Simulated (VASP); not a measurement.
Crystal: PbS.

```
Pb S
1.0
     4.08970    0.00000    0.00000
    -2.04485    3.54178    0.00000
     0.00000    0.00000    3.78817
Pb S
1 1
Direct
  0.00000 0.00000 0.00000
  0.66667 0.33333 0.50000
```

Base run:

| Item | Value |
| --- | --- |
| Program | VASP 6.6.1 |
| Functional | PBE |
| Potentials or basis | VASP PAW PBE potentials, release 64 (Pb_d, S) |
| Cutoff | 520 eV |
| k mesh | 6 × 6 × 6 |
| Occupations | fermi-dirac, width 0.05 eV |
| Spin | no spin polarisation |

Its results: band gap on the k mesh zero (band 10 reaches 5.29 eV, above the bottom of band 11 at 4.86 eV); pressure -0.3 GPa.

Task: After a change of settings the same cell gave: band gap on the k mesh 0.26 eV, indirect (least direct gap 0.88 eV); pressure 0.0 GPa. Which change was it?
A. k mesh from 6 × 6 × 6 to 4 × 4 × 4
B. occupations from fermi-dirac, width 0.05 eV to fermi-dirac, width 0.01 eV; further incar settings from ALGO = Normal; EDIFF = 1e-06; NBANDS = 17 to ALGO = Normal; EDIFF = 1e-07; NBANDS = 17
C. functional from PBE to PBEsol; k mesh from 6 × 6 × 6 to 8 × 8 × 7

Result: A.

Caveats: some runs use coarse meshes; spin-orbit coupling is left out, which moves the levels of the heavy elements.
